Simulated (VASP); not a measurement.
# Al (P6/mmm) in VASP: further runs

Al is run at these levels: PBE; tasks: single point.

Program: VASP 6.6.1. These are calculated values, not measurements. Logs are shortened: lines on timing, memory, paths and dates and some standing lists are left out, and cuts for length are marked.

### 1 The cell of the first run

The structure is hexagonal, space group P6/mmm (No. 191). Conventional cell: a = 3.413 Å, b = 3.413 Å, c = 2.047 Å, α = 90.00°, β = 90.00°, γ = 120.00°. Al (site symmetry 6/mmm) has 14 Al at 2.05 to 2.22 Å within 2.7 Å. Within 2.6 Å of Al (site symmetry -6m2) lie 11 Al at 1.97 to 2.22 Å.

### 2 Single point, PBE

Contents of INCAR:

```
PREC = Accurate
ENCUT = 520
EDIFF = 1E-6
ISMEAR = -1
SIGMA = 0.08
LREAL = F
LASPH = T
NELM = 80
ALGO = Normal
ISIF = 2
LWAVE = F
LCHARG = F
GGA = PE
NBANDS = 12
```

Contents of KPOINTS:

```
regular mesh
0
Gamma
  8 8 11
```

Contents of POSCAR:

```
Al
1.0
    3.4126964289      0.0000000000      0.0000000000
   -1.7063482145      2.9554818028      0.0000000000
    0.0000000000      0.0000000000      2.0471153166
Al
3
Direct
    0.0000000000      0.0000000000      0.0000000000
    0.3333333333      0.6666666667      0.5000000000
    0.6666666667      0.3333333333      0.5000000000
```

Potentials or basis: VASP PAW PBE potentials, release 64 (Al).

The run is started by

```sh
> cat potpaw_PBE.64/Al/POTCAR > POTCAR
> mpirun -np 1 vasp_std > vasp.out
```

OUTCAR:

```text
PREC = Accurate
   ENCUT = 520
   EDIFF = 1E-6
   ISMEAR = -1
   LREAL = F
   LASPH = T
   NELM = 80
   ISIF = 2
   GGA = PE

 ion  position               nearest neighbor table
   1  0.000  0.000  0.000-   2 2.22   3 2.22   2 2.22   3 2.22   2 2.22   2 2.22   3 2.22   3 2.22
                             3 2.22   3 2.22   2 2.22   2 2.22
   2  0.333  0.667  0.500-   3 1.97   3 1.97   3 1.97   1 2.22   1 2.22   1 2.22   1 2.22   1 2.22
                             1 2.22   3 2.84   3 2.84   3 2.84   3 2.84   3 2.84   3 2.84
   3  0.667  0.333  0.500-   2 1.97   2 1.97   2 1.97   1 2.22   1 2.22   1 2.22   1 2.22   1 2.22
                             1 2.22   2 2.84   2 2.84   2 2.84   2 2.84   2 2.84   2 2.84

  LATTYP: Found a hexagonal cell.
 ALAT       =     3.4126964289
 C/A-ratio  =     0.5998527438

  Lattice vectors:

 A1 = (   3.4126964289,   0.0000000000,   0.0000000000)
 A2 = (  -1.7063482145,   2.9554818028,   0.0000000000)
 A3 = (   0.0000000000,   0.0000000000,   2.0471153166)

Analysis of symmetry for initial positions (statically):
=====================================================================
 Subroutine PRICEL returns:
 Original cell was already a primitive cell.

 Routine SETGRP: Setting up the symmetry group for a
 hexagonal supercell.

 Subroutine GETGRP returns: Found 24 space group operations
 (whereof 24 operations were pure point group operations)
 out of a pool of 24 trial point group operations.

The static configuration has the point symmetry D_6h.

Analysis of symmetry for dynamics (positions and initial velocities):
=====================================================================
 Subroutine PRICEL returns:
 Original cell was already a primitive cell.

 Routine SETGRP: Setting up the symmetry group for a
 hexagonal supercell.

 Subroutine GETGRP returns: Found 24 space group operations
 (whereof 24 operations were pure point group operations)
 out of a pool of 24 trial point group operations.

The dynamic configuration has the point symmetry D_6h.

 Subroutine INISYM returns: Found 24 space group operations
 (whereof 24 operations are pure point group operations),
 and found     1 'primitive' translations

----------------------------------------------------------------------------------------

                                     Primitive cell

  volume of cell :      20.6475

  direct lattice vectors                    reciprocal lattice vectors
     3.412696429  0.000000000  0.000000000     0.293023426  0.169177154  0.000000000
    -1.706348214  2.955481803  0.000000000     0.000000000  0.338354308  0.000000000
     0.000000000  0.000000000  2.047115317     0.000000000  0.000000000  0.488492266

  length of vectors
     3.412696429  3.412696429  2.047115317     0.338354308  0.338354308  0.488492266

  position of ions in fractional coordinates (direct lattice)
     0.000000000  0.000000000  0.000000000
     0.333333333  0.666666667  0.500000000
     0.666666667  0.333333333  0.500000000

  ion indices of the primitive-cell ions
   primitive index   ion index
                 1           1
                 2           2
                 3           3

----------------------------------------------------------------------------------------

 KPOINTS: regular mesh

Automatic generation of k-mesh.
 Grid dimensions read from file:
 generate k-points for:    8    8   11

 Generating k-lattice:

  Cartesian coordinates                     Fractional coordinates (reciprocal lattice)
     0.036627928  0.021147144  0.000000000     0.125000000  0.000000000  0.000000000
     0.000000000  0.042294288  0.000000000     0.000000000  0.125000000  0.000000000
     0.000000000  0.000000000  0.044408388     0.000000000  0.000000000  0.090909091

  Length of vectors
     0.042294288  0.042294288  0.044408388

  Shift w.r.t. Gamma in fractional coordinates (k-lattice)
     0.000000000  0.000000000  0.000000000

 Subroutine IBZKPT returns following result:
 ===========================================

 Found     60 irreducible k-points:

 Following reciprocal coordinates:
            Coordinates               Weight
  0.000000  0.000000  0.000000      1.000000
  0.125000  0.000000  0.000000      6.000000
  0.250000  0.000000  0.000000      6.000000
  0.375000  0.000000  0.000000      6.000000
  0.500000  0.000000  0.000000      3.000000
  0.125000  0.125000  0.000000      6.000000
[... 16 lines left out ...]
  0.250000  0.000000  0.181818     12.000000
  0.375000  0.000000  0.181818     12.000000
 [... further k-points ...]
   k-points           NKPTS =     60   k-points in BZ     NKDIM =     60   number of bands    NBANDS=     12
   number of dos      NEDOS =    301   number of ions     NIONS =      3
   total plane-waves  NPLWV =  12544
   dimension x,y,z NGX =    28 NGY =   28 NGZ =   16
   dimension x,y,z NGXF=    56 NGYF=   56 NGZF=   32
   ions per type =               3
   NGX,Y,Z   is equivalent  to a cutoff of  13.64, 13.64, 12.99 a.u.
   NGXF,Y,Z  is equivalent  to a cutoff of  27.28, 27.28, 25.99 a.u.
 SYSTEM =  unknown system
   PREC   = accura    normal or accurate (medium, high low for compatibility)
   ISTART =      0    job   : 0-new  1-cont  2-samecut
   ICHARG =      2    charge: 1-file 2-atom 10-const
   ISPIN  =      1    spin polarized calculation?
   LNONCOLLINEAR =      F non collinear calculations
   LSORBIT =      F    spin-orbit coupling
   LASPH  =      T    aspherical Exc in radial PAW
   ENCUT  =  520.0 eV  38.22 Ry    6.18 a.u.   6.35  6.35  3.81*2*pi/ulx,y,z
   NELM   =     80;   NELMIN=  2; NELMDL= -5     # of ELM steps
   EDIFF  = 0.1E-05   stopping-criterion for ELM
   LREAL  =      F    real-space projection
   EDIFFG = 0.1E-04   stopping-criterion for IOM
   NSW    =      0    number of steps for IOM
   IBRION =     -1    ionic relax: 0-MD 1-quasi-New 2-CG
   NFREE  =      0    steps in history (QN), initial steepest desc. (CG)
   ISIF   =      2    stress and relaxation
   ISYM   =      2    0-nonsym 1-usesym 2-fastsym
   POTIM  = 0.5000    time-step for ionic-motion
   TEBEG  =    0.0;   TEEND  =   0.0 temperature during run
   PSTRESS=    0.0 pullay stress
   NELECT =       9.0000    total number of electrons
   NUPDOWN=      -1.0000    fix difference up-down
   EMIN   =  10.00;   EMAX   =-10.00  energy-range for DOS
   EFERMI =   0.00;   METHOD = LEGACY
   ISMEAR =    -1;   SIGMA  =   0.08  broadening in eV -4-tet -1-fermi 0-gaus
   EFERMI_NEDOS =   21; number of points for ismear=-14 and -15
   IALGO  =     38    algorithm
   IMIX   =      4    mixing-type and parameters
     AMIX     =   0.40;   BMIX     =  1.00
     AMIX_MAG =   1.60;   BMIX_MAG =  1.00
  volume/ion in A,a.u.               =       6.88        46.45
  Fermi-wavevector in a.u.,A,eV,Ry     =   1.241270  2.345660 20.963192  1.540751
  Thomas-Fermi vector in A             =   2.375675
   LORBIT       =      0    0 simple, 1 ext, 2 COOP (PROOUT), +10 PAW based schemes
   GGA     = PE    functional components
   LHFCALC =     F    Hartree Fock is set to
   AEXX    =    0.0000 exact exchange contribution
   IVDW    =     0    specifies the selected vdW correction
   LEPSILON=     F    determine dielectric tensor
   LRPA    =     F    only Hartree local field effects (RPA)
 non-spin polarized calculation
  energy-cutoff  :      520.00
  volume of cell :       20.65
 maximum number of plane-waves:       571
 NGX is ok and might be reduce to    28

 number of electron       9.0000000 magnetization

 Free energy of the ion-electron system (eV)
  ---------------------------------------------------
  ext. energy  EPLUGINS =         0.00000000
  ---------------------------------------------------
  free energy    TOTEN  =         7.25297520 eV

  energy without entropy =        7.27200102  energy(sigma->0) =        7.26248811

 E-fermi :  20.7608     XC(G=0): -13.8916

 val. band max:       20.7561382381   @ k =   0.2500   0.0000   0.0909
 cond. band min:      20.8146038308   @ k =   0.2500   0.1250   0.0000
 fundamental gap:      0.0584655926
 Fermi energy:        20.7607750970

 k-point     1 :       0.0000    0.0000    0.0000
  band No.  band energies     occupation
      1       2.6127      2.00000
      2      16.3065      2.00000
      3      16.3065      2.00000
      4      16.3572      2.00000
      5      16.3572      2.00000
      6      21.0416      0.05802
      7      22.4381      0.00000
      8      35.7272      0.00000
      9      35.8506      0.00000
     10      41.8769      0.00000
     11      41.8769      0.00000
     12      43.3571      0.00000

 k-point     2 :       0.1250    0.0000    0.0000
  band No.  band energies     occupation
      1       2.8757      2.00000
      2      14.0146      2.00000
      3      14.9084      2.00000
      4      16.8500      2.00000
      5      18.1975      2.00000
      6      22.2669      0.00000
      7      23.6511      0.00000
      8      35.6693      0.00000
      9      35.9732      0.00000
     10      39.0608      0.00000
     11      41.2847      0.00000
     12      42.3407      0.00000

 k-point     3 :       0.2500    0.0000    0.0000
  band No.  band energies     occupation
      1       3.6572      2.00000
      2      11.3263      2.00000
      3      13.9080      2.00000
      4      16.2155      2.00000
      5      20.5252      1.89998
      6      24.5170      0.00000
      7      26.5894      0.00000
      8      34.6487      0.00000
      9      34.8832      0.00000
     10      36.3442      0.00000
     11      39.8257      0.00000
     12      40.5515      0.00000
[... 286 lines left out ...]
 k-point    23 :       0.2500    0.0000    0.1818
  band No.  band energies     occupation
      1       4.7860      2.00000
      2      12.2933      2.00000
      3      14.7859      2.00000
      4      17.1133      2.00000
      5      21.4418      0.00040
      6      22.7877      0.00000
      7      26.9220      0.00000
      8      30.8923      0.00000
      9      32.4426      0.00000
     10      33.4823      0.00000
     11      35.3892      0.00000
     12      36.5861      0.00000

 k-point    24 :       0.3750    0.0000    0.1818
  band No.  band energies     occupation
      1       6.0374      2.00000
      2       9.8504      2.00000
      3      14.1870      2.00000
      4      16.5909      2.00000
      5      24.2519      0.00000
      6      24.5116      0.00000
      7      28.4374      0.00000
      8      29.8923      0.00000
      9      31.3022      0.00000
     10      32.8446      0.00000
     11      34.8014      0.00000
     12      35.7097      0.00000

 [... further k-points ...]
[... 5 lines left out ...]
  --------------------------------------------------------------------------------------
  -------------------------------------------------------------------------------------
  Total       52.2204827     52.2204827     52.2197776     -0.0000000     -0.0000000      0.0000000
  in kB     4052.1284964   4052.1284963   4052.0737870     -0.0000001     -0.0000000      0.0000000
  external PRESSURE =    4052.1102599 kB  Pullay stress =       0.0000000 kB

 VOLUME and BASIS-vectors are now :
 -----------------------------------------------------------------------------
  energy-cutoff  :      520.00
  volume of cell :       20.65
      direct lattice vectors                 reciprocal lattice vectors
     3.412696429  0.000000000  0.000000000     0.293023426  0.169177154  0.000000000
    -1.706348214  2.955481803  0.000000000     0.000000000  0.338354308  0.000000000
     0.000000000  0.000000000  2.047115317     0.000000000  0.000000000  0.488492266

 POSITION                                       TOTAL-FORCE (eV/Angst)
 -----------------------------------------------------------------------------------
      0.00000      0.00000      0.00000         0.000000      0.000000      0.000000
     -0.00000      1.97032      1.02356         0.000000     -0.000000     -0.000000
      1.70635      0.98516      1.02356        -0.000000      0.000000      0.000000
 -----------------------------------------------------------------------------------
    total drift:                                0.000000     -0.000000      0.000000

  FREE ENERGIE OF THE ION-ELECTRON SYSTEM (eV)
  ---------------------------------------------------
  free  energy   TOTEN  =         7.2529752014 eV

  energy  without entropy=        7.2720010193  energy(sigma->0) =        7.26248811
```

Run time: 16 s. Hardware: 1 thread of Intel Xeon 6975P-C, shared host; peak memory 0.13 GiB.

What came out:

```yaml
Free_energy: 7.2530 eV
Pressure: 405.2 GPa
```

Levels at points of the mesh, in eV from the Fermi level:
| k point | band 1 | band 2 | band 3 | band 4 | band 5 | band 6 | band 7 | band 8 |
| --- | --- | --- | --- | --- | --- | --- | --- | --- |
| (0.00, 0.00, 0.00) | -18.15 | -4.45 | -4.45 | -4.40 | -4.40 | 0.28 | 1.68 | 14.97 |
| (0.50, 0.00, 0.00) | -14.09 | -14.08 | -7.64 | -5.33 | 5.70 | 6.05 | 8.49 | 9.61 |

### 3 Single point, PBE

Contents of INCAR:

```
ALGO     = Normal         # electronic algorithm
EDIFF    = 1E-7           # SCF threshold, eV
ENCUT    = 520            # plane-wave cutoff, eV
GGA      = PE             # functional
ISIF     = 2              # what is computed and relaxed
ISMEAR   = -1             # smearing method
LASPH    = T              # aspherical terms in the spheres
LCHARG   = F              # write CHGCAR
LREAL    = F              # projectors in reciprocal space
LWAVE    = F              # write WAVECAR
NBANDS   = 12             # bands
NELM     = 80             # most SCF steps
PREC     = Accurate       # precision mode
SIGMA    = 0.08           # smearing width, eV
```

Contents of KPOINTS:

```
k-points
0
Gamma
  8 8 11
```

POSCAR: that of step 2 with these lines changed.

```diff
@@ -3,3 +3,3 @@
     3.4126964289      0.0000000000      0.0000000000
-   -1.7063482145      2.9554818028      0.0000000000
+   -1.7063482144      2.9554818028      0.0000000000
     0.0000000000      0.0000000000      2.0471153166
```

Potentials or basis: VASP PAW PBE potentials, release 64 (Al).

The run is started by

```sh
> cat potpaw_PBE.64/Al/POTCAR > POTCAR
> mpirun -np 1 vasp_std > vasp.out
```

It took 21 s on 1 thread of Intel Xeon 6975P-C, shared host; peak memory 0.13 GiB.

The run converged. Its results:

* Free energy: 7.2530 eV
* Pressure: 405.2 GPa

Levels at points of the mesh, in eV from the Fermi level:
| k point | band 1 | band 2 | band 3 | band 4 | band 5 | band 6 | band 7 | band 8 |
| --- | --- | --- | --- | --- | --- | --- | --- | --- |
| (0.00, 0.00, 0.00) | -18.15 | -4.45 | -4.45 | -4.40 | -4.40 | 0.28 | 1.68 | 14.97 |
| (0.50, 0.00, 0.00) | -14.09 | -14.08 | -7.64 | -5.33 | 5.70 | 6.05 | 8.49 | 9.61 |
